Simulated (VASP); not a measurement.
# Ge5As (R-3m) in VASP: a series of runs, part 2 of 2

VASP 6.6.1.

### Step 3. Single point, PBE

This run uses another cell than the first one, of 23.23 Å³/atom, 1.043 times its volume.

File INCAR:

```
  PREC = Accurate
  ENCUT = 520
  EDIFF = 1E-6
  ISMEAR = 0
  SIGMA = 0.1
  LREAL = F
  LASPH = T
  NELM = 80
  ALGO = Normal
  ISIF = 2
  LWAVE = F
  LCHARG = F
  GGA = PE
  NBANDS = 46
```

File KPOINTS:

```
Automatic mesh
0
Gamma
  3 3 3
```

File POSCAR:

```
Ge5As
1.0
    3.2238599400      1.8612964000      3.8712807000
   -3.2238599400      1.8612964000      3.8712807000
    0.0000000000     -3.7225928000      3.8712807000
Ge As
5 1
Direct
    0.1810759000      0.1810759000      0.1810759000
    0.8189241000      0.8189241000      0.8189241000
    0.0000000000      0.0000000000      0.5000000000
    0.5000000000      0.0000000000      0.0000000000
    0.0000000000      0.5000000000      0.0000000000
    0.0000000000      0.0000000000      0.0000000000
```

Potentials or basis: VASP PAW PBE potentials, release 64 (Ge_d, As).

The run is started by

```
$ cat potpaw_PBE.64/Ge_d/POTCAR potpaw_PBE.64/As/POTCAR > POTCAR
$ mpirun -np 1 vasp_std > vasp.out
```

OUTCAR:

```text
PREC = Accurate
   ENCUT = 520
   EDIFF = 1E-6
   ISMEAR = 0
   LREAL = F
   LASPH = T
   NELM = 80
   ISIF = 2
   GGA = PE

 ion  position               nearest neighbor table
   1  0.181  0.181  0.181-   3 1.87   4 1.87   5 1.87   6 2.10
   2  0.819  0.819  0.819-   3 1.87   4 1.87   5 1.87   6 2.10
   3  0.000  0.000  0.500-   1 1.87   2 1.87   6 2.69   6 2.69
   4  0.500  0.000  0.000-   1 1.87   2 1.87   6 2.69   6 2.69
   5  0.000  0.500  0.000-   1 1.87   2 1.87   6 2.69   6 2.69
   6  0.000  0.000  0.000-   1 2.10   2 2.10   3 2.69   3 2.69   5 2.69   4 2.69   5 2.69   4 2.69

  LATTYP: Found a trigonal (rhomboedric) cell.
 ALAT       =     5.3707086553
 COS(alpha) =     0.2793587142

  Lattice vectors:

 A1 = (   3.2238599400,   1.8612964000,   3.8712807000)
 A2 = (  -3.2238599400,   1.8612964000,   3.8712807000)
 A3 = (   0.0000000000,  -3.7225928000,   3.8712807000)

Analysis of symmetry for initial positions (statically):
=====================================================================
 Subroutine PRICEL returns:
[... 163 lines left out ...]
 cond. band min:       4.7993113993   @ k =   0.3333   0.3333   0.0000
 fundamental gap:      0.0752146466
 Fermi energy:         4.7758314665

 k-point     1 :       0.0000    0.0000    0.0000
  band No.  band energies     occupation
      1     -22.9628      2.00000
      2     -22.9628      2.00000
      3     -22.7435      2.00000
      4     -22.2788      2.00000
      5     -22.2788      2.00000
      6     -22.1225      2.00000
[... 283 lines left out ...]
     45      10.1413      0.00000
     46      10.9052      0.00000

------------------------ aborting loop because EDIFF is reached ----------------------------------------

  FORCE on cell =-STRESS in cart. coord.  units (eV):
  Direction    XX          YY          ZZ          XY          YZ          ZX
  --------------------------------------------------------------------------------------
  -------------------------------------------------------------------------------------
  Total       86.9032247     86.9032243     35.3030009      0.0000000     -0.0000000      0.0000000
  in kB      998.9617475    998.9617430    405.8117242      0.0000000     -0.0000000      0.0000000
  external PRESSURE =     801.2450715 kB  Pullay stress =       0.0000000 kB

 VOLUME and BASIS-vectors are now :
 -----------------------------------------------------------------------------
  energy-cutoff  :      520.00
  volume of cell :      139.38
      direct lattice vectors                 reciprocal lattice vectors
     3.223859940  1.861296400  3.871280700     0.155093586  0.089543324  0.086104150
    -3.223859940  1.861296400  3.871280700    -0.155093586  0.089543324  0.086104150
     0.000000000 -3.722592800  3.871280700     0.000000000 -0.179086648  0.086104150

 POSITION                                       TOTAL-FORCE (eV/Angst)
 -----------------------------------------------------------------------------------
      0.00000      0.00000      2.10299        -0.000000      0.000000     11.556702
      0.00000      0.00000      9.51086        -0.000000     -0.000000    -11.556702
      0.00000     -1.86130      1.93564         0.000000      0.000000     -0.000000
      1.61193      0.93065      1.93564        -0.000000      0.000000      0.000000
     -1.61193      0.93065      1.93564         0.000000      0.000000     -0.000000
      0.00000      0.00000      0.00000        -0.000000      0.000000     -0.000000
 -----------------------------------------------------------------------------------
    total drift:                                0.000000     -0.000000     -0.000000

  FREE ENERGIE OF THE ION-ELECTRON SYSTEM (eV)
  ---------------------------------------------------
  free  energy   TOTEN  =        -0.6838395326 eV

  energy  without entropy=       -0.6563437002  energy(sigma->0) =       -0.67009162
```

OSZICAR:

```text
N       E                     dE             d eps       ncg     rms          rms(c)
DAV:   1     0.924082138503E+03    0.92408E+03   -0.36776E+04   654   0.431E+03
DAV:   2     0.173350276372E+03   -0.75073E+03   -0.72471E+03   552   0.109E+03
DAV:   3     0.110325347343E+02   -0.16232E+03   -0.15908E+03   596   0.259E+02
DAV:   4    -0.216761688287E+01   -0.13200E+02   -0.13071E+02   650   0.873E+01
DAV:   5    -0.253169421474E+01   -0.36408E+00   -0.36356E+00   620   0.159E+01    0.116E+01
DAV:   6    -0.118386307940E+01    0.13478E+01   -0.11190E+00   648   0.160E+01    0.664E+00
DAV:   7    -0.676079011560E+00    0.50778E+00   -0.13687E+00   836   0.102E+01    0.972E-01
DAV:   8    -0.679776069803E+00   -0.36971E-02   -0.21625E-01   722   0.826E+00    0.421E-01
DAV:   9    -0.682907611996E+00   -0.31315E-02   -0.39436E-02   652   0.158E+00    0.331E-01
DAV:  10    -0.683392081291E+00   -0.48447E-03   -0.13648E-03   838   0.800E-01    0.114E-01
DAV:  11    -0.683769917045E+00   -0.37784E-03   -0.10856E-03   600   0.272E-01    0.308E-02
DAV:  12    -0.683786557905E+00   -0.16641E-04   -0.78210E-05   720   0.983E-02    0.176E-02
DAV:  13    -0.683838642539E+00   -0.52085E-04   -0.10617E-04   594   0.842E-02    0.694E-03
DAV:  14    -0.683839532579E+00   -0.89004E-06   -0.82297E-06   598   0.536E-02
   1 F= -.68383953E+00 E0= -.67009162E+00  d E =-.274958E-01
```

Wall time 42 s (1 thread of Intel Xeon Platinum 8488C (Sapphire Rapids), shared host); peak memory 0.24 GiB.

What came out:

- Free energy: -0.6838 eV
- Pressure: 80.1 GPa
- Largest force: 11.557 eV/Å

Forces in eV/Å, atoms in the order of the input:
```
Ge    0.000   0.000  11.557
Ge    0.000   0.000 -11.557
Ge    0.000   0.000   0.000
Ge    0.000   0.000   0.000
Ge    0.000   0.000   0.000
As    0.000   0.000   0.000
```

Caveat: the k points lie up to 0.42 Å⁻¹ apart; forces of over 1 eV/Å act on the atoms, so gaps and moduli don't describe the material at rest.

### Step 4. Relaxation of cell and atoms, PBE

This run uses another cell than the first one, of 23.23 Å³/atom, 1.043 times its volume.

File INCAR:

```
SYSTEM = Ge5As
ALGO = Normal ; EDIFF = 1E-6
EDIFFG = -0.04 ; ENCUT = 600
GGA = PE ; IBRION = 2
ISIF = 3 ; ISMEAR = 0
LASPH = .True. ; LCHARG = .False.
LREAL = .False. ; LWAVE = .False.
NELM = 60 ; NSW = 90
PREC = Accurate ; SIGMA = 0.1
```

File KPOINTS:

```
k-points
0
Gamma
  3 3 3
  0 0 0
```

POSCAR is that of step 3.

The run is started by

```
$ cat potpaw_PBE.64/Ge_d/POTCAR potpaw_PBE.64/As/POTCAR > POTCAR
$ mpirun -np 1 vasp_std > vasp.out
```

Run time: 25 min. Hardware: 1 thread of Intel Xeon Platinum 8488C (Sapphire Rapids), shared host; peak memory 0.32 GiB.

It converged, with:

```yaml
Free_energy: -24.3846 eV
Relaxed_volume: 24.72 Å³/atom
Relaxed_cell: a = 5.345 Å, b = 5.345 Å, c = 5.345 Å, α = 97.57°, β = 97.57°, γ = 97.57°
Space_group_after_relaxing_to_0.05_Å: R-3m (No. 166)
Energy_gained_by_relaxing: 3950.0 meV/atom
Ionic_steps: 39
Pressure_after_relaxing: 0.0 GPa
Largest_force_after_relaxing: 0.032 eV/Å
```

Forces on the atoms (eV/Å):
```
Ge   0.000  0.000  0.032
Ge   0.000  0.000 -0.032
Ge   0.000  0.000  0.000
Ge   0.000  0.000  0.000
Ge   0.000  0.000  0.000
As   0.000  0.000  0.000
```

Stress tensor (GPa, compression positive):
```
-0.02  0.00  0.00
 0.00 -0.02  0.00
 0.00  0.00  0.16
```

Step by step:
```csv
step,energy change (eV),largest force (eV/Å),pressure (GPa),volume (Å³)
1,0.0000,11.5562,80.11,139.38
2,-10.0255,1.4753,-12.30,516.25
3,-20.4236,0.0844,-2.14,286.90
4,-20.4888,0.2440,-1.73,280.28
5,-20.5433,0.6352,-0.56,266.02
6,-20.5427,0.5419,-0.86,269.09
7,-20.7040,0.5999,-0.86,262.78
8,-21.0344,1.2289,-0.34,243.14
9,-21.0353,1.7872,0.20,234.53
10,-21.1145,1.7526,0.09,231.61
11,-21.3359,1.6820,-0.22,222.85
12,-21.7157,1.6468,-0.54,205.33
13,-22.2614,2.8346,0.48,170.28
14,120.2510,675.0879,397.13,100.18
15,-11.3830,23.8675,29.06,169.00
16,-9.9328,27.1391,42.23,134.59
17,-6.2930,27.2847,63.52,117.39
18,-0.1036,12.1364,90.04,108.78
19,-4.9146,26.4566,69.33,115.04
20,-3.5130,22.9151,74.41,112.65
21,-6.1893,17.8090,66.60,114.67
22,-12.1413,5.5422,45.83,120.78
23,-17.7312,8.4357,22.37,133.23
24,-16.9725,25.9731,10.62,159.09
25,-20.6653,10.9574,1.66,168.89
26,-21.9934,4.9629,-3.40,177.42
27,-22.1845,1.2025,-7.26,194.52
28,-22.3294,1.8039,-6.75,188.76
29,-22.3388,2.5638,-5.80,184.49
30,-22.3480,2.3017,-6.00,185.74
31,-22.5200,2.2614,-5.77,182.05
32,-22.9693,2.0843,-4.49,171.25
33,-23.4609,1.4643,-0.03,150.97
34,-23.4722,1.2456,1.45,146.54
35,-23.6070,0.5949,1.12,146.28
36,-23.6887,0.2429,0.95,145.68
37,-23.6889,0.2137,1.01,145.71
38,-23.6973,0.1187,0.46,147.06
39,-23.7000,0.0316,0.04,148.35
```

Final structure:
```
CELL_PARAMETERS angstrom
4.02113 2.32160 2.64845
-4.02113 2.32160 2.64845
0.00000 -4.64320 2.64845
ATOMIC_POSITIONS crystal
Ge 0.33932 0.33932 0.33932
Ge 0.66068 0.66068 0.66068
Ge 0.00000 0.00000 0.50000
Ge 0.50000 0.00000 0.00000
Ge 0.00000 0.50000 0.00000
As 0.00000 0.00000 0.00000
```

Levels at points of the mesh, in eV from the Fermi level:
```csv
k point,band 33,band 34,band 35,band 36,band 37,band 38,band 39,band 40,band 41,band 42
"(0.00, 0.00, 0.00)",-5.15,-2.79,-2.79,-2.29,-1.06,-0.14,1.39,1.39,1.43,1.43
```

Caveat: the k points lie up to 0.40 Å⁻¹ apart in the final cell.

### Step 5. Summary

| task | cell | cutoff (eV) | gap on the mesh (eV) | pressure (GPa) | largest force (eV/Å) |
| --- | --- | --- | --- | --- | --- |
| single point | a = 5.376 Å, angles 70.5°, 6 atoms | 520 | none | -0.1 | - |
| single point | a = 5.371 Å, angles 73.8°, 6 atoms | 520 | none | 80.1 | 11.56 |
| relaxation of cell and atoms | relaxed from a = 5.371 Å, angles 73.8°, 6 atoms | 600 | none | 0.0 | 0.03 |

Alike in all rows: level PBE; potentials or basis VASP PAW PBE potentials, release 64 (Ge_d, As); no spin polarisation; k mesh 3 × 3 × 3; smearing gaussian 0.1 eV.

Caveats: all runs use coarse meshes; forces of over 1 eV/Å act on the atoms, so gaps and moduli don't describe the material at rest (some runs).

Total energies depend on the potentials used, so only differences within one code and one set of settings carry meaning.
